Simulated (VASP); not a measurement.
A run of VASP 6.6.1 is set up as follows.

Contents of INCAR:

```
PREC = Accurate ; ENCUT = 500
EDIFF = 1E-6 ; ISMEAR = 0
SIGMA = 0.1 ; LREAL = F
LASPH = T ; NELM = 120
ALGO = Normal ; ISIF = 2
LWAVE = F ; LCHARG = F
GGA = PS ; IVDW = 12
NBANDS = 11 ; GGA_COMPAT = F
```

Contents of KPOINTS:

```
regular mesh
0
Gamma
  18 18 18
```

POSCAR

```
Hf
1.0
   -1.7228769269      1.7228769269      1.7228769269
    1.7228769269     -1.7228769269      1.7228769269
    1.7228769269      1.7228769269     -1.7228769269
Hf
1
Direct
    0.0000000000      0.0000000000      0.0000000000
```

Potentials or basis: VASP PAW PBE potentials, release 64 (Hf_pv).

Run with:

```sh
$ cat potpaw_PBE.64/Hf_pv/POTCAR > POTCAR
$ mpirun -np 1 vasp_std > vasp.out
```

**Question.** Estimate the dispersion energy per atom.

**Answer.** -0.561 eV.

**Question.** What does it give for the pressure?

**Answer.** -0.2 GPa.

**Question.** Predict the band gap on the k mesh.

**Answer.** Zero (band 5 reaches 6.61 eV, above the bottom of band 6 at 4.30 eV).

Caveat: the PAW data sets were made with another functional, which shifts forces and pressure a little; spin-orbit coupling is left out, which moves the levels of the heavy elements; pairwise dispersion overbinds metals, which lowers pressure and volume.
